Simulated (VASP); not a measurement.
A run of VASP 6.6.1:

INCAR

```
PREC     = Accurate       # precision mode
ENCUT    = 520            # plane-wave cutoff, eV
EDIFF    = 1E-7           # SCF threshold, eV
ISMEAR   = 0              # smearing method
SIGMA    = 0.05           # smearing width, eV
LREAL    = F              # projectors in reciprocal space
LASPH    = T              # aspherical terms in the spheres
NELM     = 100            # most SCF steps
ALGO     = Normal         # electronic algorithm
ISIF     = 2              # what is computed and relaxed
LWAVE    = F              # write WAVECAR
LCHARG   = F              # write CHGCAR
GGA      = PE             # functional
NBANDS   = 16             # bands
```

File KPOINTS:

```
regular mesh
0
Gamma
  9 9 6
```

POSCAR

```
AlN
1.0
    3.3134793403      0.0000000000      0.0000000000
   -1.6567396702      2.8695572837      0.0000000000
    0.0000000000      0.0000000000      4.1875902404
Al N
2 2
Direct
    0.3333333333      0.6666666667      0.7500000000
    0.6666666667      0.3333333333      0.2500000000
    0.3333333333      0.6666666667      0.2500000000
    0.6666666667      0.3333333333      0.7500000000
```

Potentials or basis: VASP PAW PBE potentials, release 64 (Al, N).

Command:

```sh
$ cat potpaw_PBE.64/Al/POTCAR potpaw_PBE.64/N/POTCAR > POTCAR
$ mpirun -np 1 vasp_std > vasp.out
```

Hardware: 1 thread of Intel(R) Xeon(R) 6975P-C (Granite Rapids) (shared host).

Estimate the wall time of this run.

Run time: 13 s on 1 thread of Intel(R) Xeon(R) 6975P-C (Granite Rapids), on a shared host, peak memory 0.16 GiB. Counts: scf iterations 14, k points 48.
